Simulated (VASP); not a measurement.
# AlN in VASP: settings compared, part 2 of 2

VASP 6.6.1. The steps go on from the part before.

**4. Single point, r2SCAN**

This run uses another cell than the first one, of 10.40 Å³/atom.

The input, POSCAR:

```
AlN
1.0
    3.1066937614      0.0000000000      0.0000000000
   -1.5533468807      2.6904757192      0.0000000000
    0.0000000000      0.0000000000      4.9785915475
Al N
2 2
Direct
    0.3333333333      0.6666666667     -0.0032954728
    0.6666666667      0.3333333333      0.4967045272
    0.3333333333      0.6666666667      0.3782954728
    0.6666666667      0.3333333333      0.8782954728
```

The input, INCAR.step1:

```
PREC     = Accurate       # precision mode
ENCUT    = 520            # plane-wave cutoff, eV
ISMEAR   = 0              # smearing method
SIGMA    = 0.01           # smearing width, eV
LREAL    = F              # projectors in reciprocal space
LASPH    = T              # aspherical terms in the spheres
NELM     = 100            # most SCF steps
NBANDS   = 16             # bands
GGA      = PE             # functional
ALGO     = Normal         # electronic algorithm
EDIFF    = 1E-4           # SCF threshold, eV
LWAVE    = T              # write WAVECAR
LCHARG   = F              # write CHGCAR
```

The input, INCAR.step2:

```
PREC     = Accurate       # precision mode
ENCUT    = 520            # plane-wave cutoff, eV
EDIFF    = 1E-6           # SCF threshold, eV
ISMEAR   = 0              # smearing method
SIGMA    = 0.01           # smearing width, eV
LREAL    = F              # projectors in reciprocal space
LASPH    = T              # aspherical terms in the spheres
NELM     = 100            # most SCF steps
ALGO     = Normal         # electronic algorithm
ISIF     = 2              # what is computed and relaxed
LWAVE    = F              # write WAVECAR
LCHARG   = F              # write CHGCAR
METAGGA  = R2SCAN         # meta-GGA
LMIXTAU  = T            
NBANDS   = 16             # bands
ISTART   = 1
```

The input, KPOINTS:

```
regular mesh
0
Gamma
  12 12 6
```

Potentials or basis: VASP PAW PBE potentials, release 64 (Al, N).

Launch:

```bash
> cat potpaw_PBE.64/Al/POTCAR potpaw_PBE.64/N/POTCAR > POTCAR
> cp INCAR.step1 INCAR
> mpirun -np 1 vasp_std > vasp.out
> cp INCAR.step2 INCAR
> mpirun -np 1 vasp_std > vasp.out
```

OUTCAR:

```text
PREC = Accurate
   ENCUT = 520
   EDIFF = 1E-6
   ISMEAR = 0
   LREAL = F
   LASPH = T
   NELM = 100
   ISIF = 2
   METAGGA = R2SCAN
   ISTART = 1

 ion  position               nearest neighbor table
   1  0.333  0.667  0.997-   4 1.89   4 1.89   4 1.89   3 1.90   2 3.07   2 3.07   2 3.07   2 3.07
                             2 3.07   2 3.07
   2  0.667  0.333  0.497-   3 1.89   3 1.89   3 1.89   4 1.90   1 3.07   1 3.07   1 3.07   1 3.07
                             1 3.07   1 3.07
   3  0.333  0.667  0.378-   2 1.89   2 1.89   2 1.89   1 1.90
   4  0.667  0.333  0.878-   1 1.89   1 1.89   1 1.89   2 1.90

  LATTYP: Found a hexagonal cell.
 ALAT       =     3.1066937614
 C/A-ratio  =     1.6025369508

  Lattice vectors:

 A1 = (   3.1066937614,   0.0000000000,   0.0000000000)
 A2 = (  -1.5533468807,   2.6904757192,   0.0000000000)
 A3 = (   0.0000000000,   0.0000000000,   4.9785915475)

Analysis of symmetry for initial positions (statically):
=====================================================================
 Subroutine PRICEL returns:
 Original cell was already a primitive cell.

 Routine SETGRP: Setting up the symmetry group for a
 hexagonal supercell.

 Subroutine GETGRP returns: Found 12 space group operations
 (whereof  6 operations were pure point group operations)
 out of a pool of 24 trial point group operations.

The static configuration has the point symmetry C_3v.
 The point group associated with its full space group is C_6v.

Analysis of symmetry for dynamics (positions and initial velocities):
=====================================================================
 Subroutine PRICEL returns:
 Original cell was already a primitive cell.

 Routine SETGRP: Setting up the symmetry group for a
 hexagonal supercell.

 Subroutine GETGRP returns: Found 12 space group operations
[... 128 lines left out ...]
     AMIX_MAG =   1.60;   BMIX_MAG =  1.00
  volume/ion in A,a.u.               =      10.40        70.21
  Fermi-wavevector in a.u.,A,eV,Ry     =   1.190429  2.249585 19.281103  1.417121
  Thomas-Fermi vector in A             =   2.326514
   LORBIT       =      0    0 simple, 1 ext, 2 COOP (PROOUT), +10 PAW based schemes
   METAGGA = R2SCAN    functional components
   LHFCALC =     F    Hartree Fock is set to
   AEXX    =    0.0000 exact exchange contribution
   IVDW    =     0    specifies the selected vdW correction
   LEPSILON=     F    determine dielectric tensor
   LRPA    =     F    only Hartree local field effects (RPA)
 non-spin polarized calculation
 Gauss-broadening in eV      SIGMA  =   0.01
  energy-cutoff  :      520.00
  volume of cell :       41.61
 maximum number of plane-waves:      1152
 NGX is ok and might be reduce to    24
   NGX = 11   NGY = 11   NGZ = 19

 number of electron      15.9999997 magnetization

 Free energy of the ion-electron system (eV)
  ---------------------------------------------------
  ext. energy  EPLUGINS =         0.00000000
  ---------------------------------------------------
  free energy    TOTEN  =       -38.45675382 eV

  energy without entropy =      -38.45675382  energy(sigma->0) =      -38.45675382

 E-fermi :   6.0395     XC(G=0): -11.4166

 val. band max:        5.9175955550   @ k =   0.0000   0.0000   0.0000
 cond. band min:      10.8381309054   @ k =   0.0000   0.0000   0.0000
 fundamental gap:      4.9205353504
 Fermi energy:         6.0394691856

 k-point     1 :       0.0000    0.0000    0.0000
  band No.  band energies     occupation
      1     -10.0625      2.00000
      2      -7.9407      2.00000
      3      -0.1515      2.00000
      4       5.0336      2.00000
      5       5.0336      2.00000
      6       5.6944      2.00000
[... 433 lines left out ...]
      3       0.9528      2.00000
      4       1.9311      2.00000
      5       2.5410      2.00000
      6       4.1068      2.00000
[... 8 lines left out ...]
     15      19.4227      0.00000
     16      21.3270      0.00000

 [... further k-points ...]

------------------------ aborting loop because EDIFF is reached ----------------------------------------

  FORCE on cell =-STRESS in cart. coord.  units (eV):
  Direction    XX          YY          ZZ          XY          YZ          ZX
  --------------------------------------------------------------------------------------
  -------------------------------------------------------------------------------------
  Total       -0.1035575     -0.1035575     -0.0976546      0.0000000      0.0000000     -0.0000000
  in kB       -3.9871073     -3.9871073     -3.7598407      0.0000000      0.0000000     -0.0000000
  external PRESSURE =      -3.9113518 kB  Pullay stress =       0.0000000 kB

 VOLUME and BASIS-vectors are now :
 -----------------------------------------------------------------------------
  energy-cutoff  :      520.00
  volume of cell :       41.61
      direct lattice vectors                 reciprocal lattice vectors
     3.106693761  0.000000000  0.000000000     0.321885605  0.185840741  0.000000000
    -1.553346881  2.690475719  0.000000000     0.000000000  0.371681481  0.000000000
     0.000000000  0.000000000  4.978591547     0.000000000  0.000000000  0.200860020

 POSITION                                       TOTAL-FORCE (eV/Angst)
 -----------------------------------------------------------------------------------
     -0.00000      1.79365      4.96218        -0.000000     -0.000000     -0.002205
      1.55335      0.89683      2.47289         0.000000      0.000000     -0.002205
     -0.00000      1.79365      1.88338        -0.000000      0.000000      0.002205
      1.55335      0.89683      4.37267        -0.000000      0.000000      0.002205
 -----------------------------------------------------------------------------------
    total drift:                               -0.000000     -0.000000     -0.017418

  FREE ENERGIE OF THE ION-ELECTRON SYSTEM (eV)
  ---------------------------------------------------
  free  energy   TOTEN  =       -38.4567538234 eV

  energy  without entropy=      -38.4567538234  energy(sigma->0) =      -38.45675382
```

OUTCAR.step1:

```text
PREC = Accurate
   ENCUT = 520
   ISMEAR = 0
   LREAL = F
[... 690 lines left out ...]
     -0.00000      1.79365      4.96218        -0.000000      0.000000     -0.008919
      1.55335      0.89683      2.47289         0.000000     -0.000000     -0.008919
     -0.00000      1.79365      1.88338        -0.000000      0.000000      0.008919
      1.55335      0.89683      4.37267         0.000000     -0.000000      0.008919
 -----------------------------------------------------------------------------------
    total drift:                               -0.000000     -0.000000     -0.000999

  FREE ENERGIE OF THE ION-ELECTRON SYSTEM (eV)
  ---------------------------------------------------
  free  energy   TOTEN  =       -29.7678514587 eV

  energy  without entropy=      -29.7678514587  energy(sigma->0) =      -29.76785146
```

OSZICAR.step1:

```text
N       E                     dE             d eps       ncg     rms          rms(c)
DAV:   1     0.408895450821E+02    0.40890E+02   -0.73408E+03  2440   0.899E+02
DAV:   2    -0.310249060196E+02   -0.71914E+02   -0.65843E+02  3416   0.187E+02
DAV:   3    -0.345093419144E+02   -0.34844E+01   -0.34740E+01  3008   0.425E+01
DAV:   4    -0.345303938904E+02   -0.21052E-01   -0.21051E-01  3024   0.373E+00
DAV:   5    -0.345306731971E+02   -0.27931E-03   -0.27931E-03  3088   0.430E-01    0.122E+01
DAV:   6    -0.297563289598E+02    0.47743E+01   -0.10670E+01  2904   0.237E+01    0.417E+00
DAV:   7    -0.297796232405E+02   -0.23294E-01   -0.68393E-01  2600   0.582E+00    0.296E+00
DAV:   8    -0.297723391285E+02    0.72841E-02   -0.60133E-02  2728   0.225E+00    0.591E-01
DAV:   9    -0.297673108665E+02    0.50283E-02   -0.12225E-02  3240   0.817E-01    0.246E-01
DAV:  10    -0.297679328168E+02   -0.62195E-03   -0.22657E-03  2664   0.299E-01    0.132E-01
DAV:  11    -0.297678514587E+02    0.81358E-04   -0.17471E-04  2216   0.102E-01
   1 F= -.29767851E+02 E0= -.29767851E+02  d E =-.590984E-33
```

Wall time 91 s (1 thread of AMD EPYC 9R45 (Zen 5), shared host); peak memory 0.16 GiB.

What came out:

| Item | Value |
| --- | --- |
| Free energy | -38.4568 eV |
| Pressure | -0.4 GPa |
| Band gap on the k mesh | 4.92 eV |

Forces in eV/Å, atoms in the order of the input:
```
Al   0.000  0.000 -0.002
Al   0.000  0.000 -0.002
N    0.000  0.000  0.002
N    0.000  0.000  0.002
```

Levels at points of the mesh, in eV from the valence-band top:
| k point | band 6 | band 7 | band 8 | band 9 | band 10 | band 11 |
| --- | --- | --- | --- | --- | --- | --- |
| (0.00, 0.00, 0.00) | -0.22 | -0.22 | 0.00 | 4.92 | 7.54 | 11.62 |
| (0.50, 0.00, 0.00) | -2.14 | -1.77 | -0.71 | 6.45 | 6.56 | 9.05 |
| (0.00, 0.00, 0.50) | -0.56 | -0.56 | -0.56 | 7.26 | 7.26 | 11.32 |
| (0.50, 0.00, 0.50) | -1.50 | -1.39 | -1.39 | 6.00 | 6.00 | 10.15 |

Caveat: the PAW data sets were made with another functional, which shifts forces and pressure a little.

**5. Single point, r2SCAN (uniaxial z strain +3.0%)**

The input, POSCAR:

```
AlN
1.0
    3.1066937614      0.0000000000      0.0000000000
   -1.5533468807      2.6904757192      0.0000000000
    0.0000000000      0.0000000000      5.1279492940
Al N
2 2
Direct
    0.3333333333      0.6666666667     -0.0010130556
    0.6666666667      0.3333333333      0.4989869444
    0.3333333333      0.6666666667      0.3760130556
    0.6666666667      0.3333333333      0.8760130556
```

The input, INCAR.step1:

```
SYSTEM = AlN
PREC     = Accurate       ! precision mode
ENCUT    = 520            ! plane-wave cutoff, eV
ISMEAR   = 0              ! smearing method
SIGMA    = 0.01           ! smearing width, eV
LREAL    = .False.        ! projectors in reciprocal space
LASPH    = .True.         ! aspherical terms in the spheres
NELM     = 60             ! most SCF steps
NBANDS   = 16             ! bands
GGA      = PE             ! functional
ALGO     = Normal         ! electronic algorithm
EDIFF    = 1E-4           ! SCF threshold, eV
LWAVE    = .True.         ! write WAVECAR
LCHARG   = .False.        ! write CHGCAR
```

The input, INCAR.step2:

```
SYSTEM = AlN
PREC     = Accurate       ! precision mode
ENCUT    = 520            ! plane-wave cutoff, eV
EDIFF    = 1E-7           ! SCF threshold, eV
ISMEAR   = 0              ! smearing method
SIGMA    = 0.01           ! smearing width, eV
LREAL    = .False.        ! projectors in reciprocal space
LASPH    = .True.         ! aspherical terms in the spheres
NELM     = 60             ! most SCF steps
ALGO     = Normal         ! electronic algorithm
ISIF     = 2              ! what is computed and relaxed
LWAVE    = .False.        ! write WAVECAR
LCHARG   = .False.        ! write CHGCAR
METAGGA  = R2SCAN         ! meta-GGA
LMIXTAU  = .True.       
NBANDS   = 16             ! bands
ISTART   = 1
```

The input, KPOINTS:

```
Automatic mesh
0
Gamma
  12 12 6
  0 0 0
```

Launch:

```bash
> cat potpaw_PBE.64/Al/POTCAR potpaw_PBE.64/N/POTCAR > POTCAR
> cp INCAR.step1 INCAR
> mpirun -np 1 vasp_std > vasp.out
> cp INCAR.step2 INCAR
> mpirun -np 1 vasp_std > vasp.out
```

It took 1.7 min on 1 thread of AMD EPYC 9R45 (Zen 5), shared host; peak memory 0.16 GiB.

The run converged. Its results:

```yaml
Free_energy: -38.4100 eV
Pressure: -6.0 GPa
Band_gap_on_the_k_mesh: 4.74 eV
```

Stress tensor (GPa, compression positive):
```
 -3.03   0.00   0.00
  0.00  -3.03   0.00
  0.00   0.00 -11.88
```

Levels at points of the mesh, in eV from the valence-band top:
```tsv
k point	band 5	band 6	band 7	band 8	band 9	band 10	band 11	band 12
(0.00, 0.00, 0.00)	-0.57	-0.03	0.00	0.00	4.74	7.69	11.30	12.26
(0.50, 0.00, 0.00)	-3.20	-1.81	-1.63	-0.54	6.29	6.73	8.93	11.11
(0.00, 0.00, 0.50)	-0.29	-0.29	-0.29	-0.29	7.21	7.21	11.06	11.06
(0.50, 0.00, 0.50)	-1.34	-1.34	-1.24	-1.24	5.92	5.92	10.09	10.09
```

Caveat: the cell differs from its parent crystal (uniaxial z strain +3.0%); the cell stands under tension; the PAW data sets were made with another functional, which shifts forces and pressure a little.

**6. Single point, PBE (uniaxial x strain +0.5%)**

The input, INCAR:

```
PREC = Accurate ; ENCUT = 520
EDIFF = 1E-6 ; ISMEAR = -1
SIGMA = 0.02 ; LREAL = False
LASPH = True ; NELM = 80
ALGO = Normal ; ISIF = 2
LWAVE = False ; LCHARG = False
GGA = PE ; NBANDS = 16
```

The input, KPOINTS:

```
regular mesh
0
Gamma
  12 12 6
```

The input, POSCAR:

```
AlN
1.0
    3.1222272302      0.0000000000      0.0000000000
   -1.5611136151      2.6904757192      0.0000000000
    0.0000000000      0.0000000000      4.9785915475
Al N
2 2
Direct
    0.3331890905      0.6663781811     -0.0035069819
    0.6668109095      0.3336218189      0.4964930181
    0.3328760385      0.6657520770      0.3785069819
    0.6671239615      0.3342479230      0.8785069819
```

Potentials or basis: VASP PAW PBE potentials, release 64 (Al, N).

Launch:

```bash
> cat potpaw_PBE.64/Al/POTCAR potpaw_PBE.64/N/POTCAR > POTCAR
> mpirun -np 1 vasp_std > vasp.out
```

OUTCAR:

```text
PREC = Accurate
   ENCUT = 520
   EDIFF = 1E-6
   ISMEAR = -1
   LREAL = False
   LASPH = True
   NELM = 80
   ISIF = 2
   GGA = PE

 ion  position               nearest neighbor table
   1  0.333  0.666  0.996-   4 1.89   4 1.89   4 1.89   3 1.90   2 3.07   2 3.07   2 3.07   2 3.07
                             2 3.07   2 3.07
   2  0.667  0.334  0.496-   3 1.89   3 1.89   3 1.89   4 1.90   1 3.07   1 3.07   1 3.07   1 3.07
                             1 3.07   1 3.07
   3  0.333  0.666  0.379-   2 1.89   2 1.89   2 1.89   1 1.90
[... 661 lines left out ...]
  Direction    XX          YY          ZZ          XY          YZ          ZX
  --------------------------------------------------------------------------------------
  -------------------------------------------------------------------------------------
  Total        0.6474564      0.9757080      0.9782214      0.0000000      0.0000000      0.0000000
  in kB       24.8039602     37.3792304     37.4755180      0.0000000      0.0000000      0.0000000
  external PRESSURE =      33.2195695 kB  Pullay stress =       0.0000000 kB

 VOLUME and BASIS-vectors are now :
 -----------------------------------------------------------------------------
  energy-cutoff  :      520.00
  volume of cell :       41.82
      direct lattice vectors                 reciprocal lattice vectors
     3.122227230  0.000000000  0.000000000     0.320284184  0.185840741  0.000000000
    -1.561113615  2.690475719  0.000000000     0.000000000  0.371681481  0.000000000
     0.000000000  0.000000000  4.978591547     0.000000000  0.000000000  0.200860020

 POSITION                                       TOTAL-FORCE (eV/Angst)
 -----------------------------------------------------------------------------------
     -0.00000      1.79287      4.96113         0.000000     -0.002482     -0.010116
      1.56111      0.89760      2.47184         0.000000      0.002482     -0.010116
     -0.00000      1.79119      1.88443         0.000000     -0.003313      0.010116
      1.56111      0.89929      4.37373        -0.000000      0.003313      0.010116
 -----------------------------------------------------------------------------------
    total drift:                               -0.000000     -0.000000     -0.000123

  FREE ENERGIE OF THE ION-ELECTRON SYSTEM (eV)
  ---------------------------------------------------
  free  energy   TOTEN  =       -29.7724827920 eV

  energy  without entropy=      -29.7724827920  energy(sigma->0) =      -29.77248279
```

OSZICAR:

```text
N       E                     dE             d eps       ncg     rms          rms(c)
DAV:   1     0.405454327139E+02    0.40545E+02   -0.72990E+03  5512   0.894E+02
DAV:   2    -0.310880069321E+02   -0.71633E+02   -0.66149E+02  7752   0.187E+02
DAV:   3    -0.344944664710E+02   -0.34065E+01   -0.33978E+01  6736   0.422E+01
DAV:   4    -0.345152094785E+02   -0.20743E-01   -0.20742E-01  7032   0.371E+00
DAV:   5    -0.345154840621E+02   -0.27458E-03   -0.27458E-03  6824   0.431E-01    0.122E+01
DAV:   6    -0.297601413797E+02    0.47553E+01   -0.10665E+01  6616   0.237E+01    0.416E+00
DAV:   7    -0.297842317293E+02   -0.24090E-01   -0.67818E-01  5936   0.580E+00    0.295E+00
DAV:   8    -0.297770256974E+02    0.72060E-02   -0.60607E-02  6328   0.227E+00    0.600E-01
DAV:   9    -0.297719360911E+02    0.50896E-02   -0.12277E-02  7456   0.819E-01    0.248E-01
DAV:  10    -0.297725630438E+02   -0.62695E-03   -0.23027E-03  6008   0.302E-01    0.133E-01
DAV:  11    -0.297724797750E+02    0.83269E-04   -0.17930E-04  6456   0.103E-01    0.331E-02
DAV:  12    -0.297724829532E+02   -0.31782E-05   -0.11800E-05  6168   0.274E-02    0.717E-03
DAV:  13    -0.297724827920E+02    0.16126E-06   -0.43496E-06  6416   0.161E-02
   1 F= -.29772483E+02 E0= -.29772483E+02  d E =-.958849E-11
```

stdout:

```text
POSCAR found type information on POSCAR AlN
 POSCAR found :  2 types and       4 ions
 scaLAPACK will be used
 LDA part: xc-table for (Slater+PW92), standard interpolation
 POSCAR, INCAR and KPOINTS ok, starting setup
 FFT: planning ... GRIDC
 FFT: planning ... GRID_SOFT
 FFT: planning ... GRID
 WAVECAR not read
 entering main loop
```

It took 52 s on 1 thread of AMD EPYC 9R45 (Zen 5), shared host; peak memory 0.19 GiB.

What came out:

| Property | Result |
| --- | --- |
| Free energy | -29.7725 eV |
| Pressure | 3.3 GPa |
| Largest force | 0.011 eV/Å |
| Band gap on the k mesh | 4.19 eV |

Forces in eV/Å, atoms in the order of the input:
```
Al   0.000 -0.002 -0.010
Al   0.000  0.002 -0.010
N    0.000 -0.003  0.010
N    0.000  0.003  0.010
```

Stress tensor (GPa, compression positive):
```
2.48 0.00 0.00
0.00 3.74 0.00
0.00 0.00 3.75
```

Levels at points of the mesh, in eV from the valence-band top:
| k point | band 5 | band 6 | band 7 | band 8 | band 9 | band 10 | band 11 | band 12 |
| --- | --- | --- | --- | --- | --- | --- | --- | --- |
| (0.00, 0.00, 0.00) | -0.86 | -0.25 | -0.21 | 0.00 | 4.19 | 6.62 | 10.60 | 11.06 |
| (0.50, 0.00, 0.00) | -3.36 | -2.09 | -1.79 | -0.69 | 5.81 | 5.82 | 8.18 | 10.25 |
| (0.00, 0.50, 0.00) | -3.34 | -2.15 | -1.77 | -0.73 | 5.75 | 5.79 | 8.13 | 10.27 |
| (0.00, 0.00, 0.50) | -0.59 | -0.59 | -0.55 | -0.55 | 6.44 | 6.44 | 10.31 | 10.31 |
| (0.50, 0.00, 0.50) | -1.47 | -1.47 | -1.37 | -1.37 | 5.30 | 5.30 | 9.25 | 9.25 |
| (0.00, 0.50, 0.50) | -1.52 | -1.52 | -1.37 | -1.37 | 5.29 | 5.29 | 9.22 | 9.22 |

Caveat: the cell differs from its parent crystal (uniaxial x strain +0.5%); the cell stands under pressure. A k mesh can miss the band edges.

**7. The runs side by side**

| level | cell | smearing | gap on the mesh (eV) | pressure (GPa) | largest force (eV/Å) |
| --- | --- | --- | --- | --- | --- |
| PBE | a = 3.107, b = 3.107, c = 5.128 Å, angles 90.0, 90.0, 120.0°, 4 atoms, atomic positions A | fermi-dirac 0.02 eV | 4.07 | -1.2 | 0.02 |
| r2SCAN | a = 2.951, b = 2.951, c = 4.730 Å, angles 90.0, 90.0, 120.0°, 4 atoms, atomic positions B | gaussian 0.01 eV | 5.78 | 43.4 | - |
| r2SCAN | a = 3.107, b = 3.107, c = 4.979 Å, angles 90.0, 90.0, 120.0°, 4 atoms, atomic positions B | gaussian 0.01 eV | 4.92 | -0.4 | - |
| r2SCAN | a = 3.107, b = 3.107, c = 5.128 Å, angles 90.0, 90.0, 120.0°, 4 atoms, atomic positions A | gaussian 0.01 eV | 4.74 | -6.0 | - |
| PBE | a = 3.122, b = 3.111, c = 4.979 Å, angles 90.0, 90.0, 120.1°, 4 atoms, atomic positions B | fermi-dirac 0.02 eV | 4.19 | 3.3 | 0.01 |

Alike in all rows: task single point; potentials or basis VASP PAW PBE potentials, release 64 (Al, N); no spin polarisation; k mesh 12 × 12 × 6; cutoff (eV) 520.

Caveats: the PAW data sets were made with another functional, which shifts forces and pressure a little (at least some runs); the cell stands under pressure (at least some runs); the cell stands under tension (at least some runs).

Total energies depend on the potentials used, so only differences within one code and one set of settings carry meaning.
